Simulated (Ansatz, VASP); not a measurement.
# Two plane-wave programs on Li2HfN2

The input INCAR:

```
SYSTEM = Li2HfN2
  ALGO = Normal
  EDIFF = 1E-6
  ENCUT = 520
  GGA = CA
  ISIF = 2
  ISMEAR = 0
  LASPH = .True.
  LCHARG = .False.
  LREAL = .False.
  LWAVE = .False.
  NBANDS = 21
  NELM = 100
  PREC = Accurate
  SIGMA = 0.05
```

Contents of KPOINTS:

```
k-points
0
Gamma
  9 9 6
  0 0 0
```

File POSCAR:

```
Li2HfN2
1.0
    3.2371209533      0.0000000000      0.0000000000
   -1.6185604767      2.8034289807      0.0140171449
    0.0000000000      0.0271179759      5.4235951800
Li Hf N
2 1 2
Direct
    0.6666666667      0.3333333333      0.3827885700
    0.3333333333      0.6666666667      0.6172114300
    0.0000000000      0.0000000000      0.0000000000
    0.6666666667      0.3333333333      0.7793848600
    0.3333333333      0.6666666667      0.2206151400
```

Input for Ansatz:

```yaml
crystal:
  lattice:
    - [3.2371209533, 0.0, 0.0]
    - [-1.6185604767, 2.8034289807, 0.0140171449]
    - [0.0, 0.0271179759, 5.42359518]
  atoms:
    - { symbol: Li, position: [0.6666666667, 0.3333333333, 0.38278857] }
    - { symbol: Li, position: [0.3333333333, 0.6666666667, 0.61721143] }
    - { symbol: Hf, position: [0.0, 0.0, 0.0] }
    - { symbol: "N", position: [0.6666666667, 0.3333333333, 0.77938486] }
    - { symbol: "N", position: [0.3333333333, 0.6666666667, 0.22061514] }
basis:
  ecutwfc: 420
kpoints:
  mp_grid: { grid: [9, 9, 6] }
hamiltonian:
  xc: lda
scf:
  occupations: { method: gaussian, width: 0.05 }
output:
  forces: true
  stress: true
  eigenvalues: true
```

Change from the starting cell: strain +0.0100 x Voigt [0, 0, 0, 1, 0, 0], atoms carried along.

Alike in both runs: task single point; functional LDA; k mesh 9 × 9 × 6; occupations gaussian, width 0.05 eV; no spin polarisation.

|  | VASP | Ansatz |
| --- | --- | --- |
| version | VASP 6.6.1 | Ansatz 0.2.0 |
| potentials or method | VASP PAW LDA potentials, release 64 (Li_sv, Hf_pv, N), cutoff 520 eV | scalar-relativistic, plane waves, PAW |
| valence electrons in the cell | 26 | 42 |

Ansatz gave:

```
gap on the k mesh at the Fermi level (eV) : 1.77
least direct gap on the mesh (eV)         : 2.62
rms of the force components (eV/Å)        : 0.050
```

Problem. What did VASP give for the same quantities?

Solution. gap on the k mesh at the Fermi level (eV): 1.81; least direct gap on the mesh (eV): 2.64; rms of the force components (eV/Å): 0.072.

LDA's correlation is that of Perdew and Zunger in VASP and of Perdew and Wang (1992) in Ansatz. Atom by atom the forces differ by 0.033 eV/Å (rms over components). VASP's potentials hold 26 valence electrons a cell and Ansatz's 42, so a difference there can come from the potentials and not from the codes.

Spin-orbit coupling is off throughout. Noted on VASP's run: the cutoff is short for stress, so the pressure is rough.
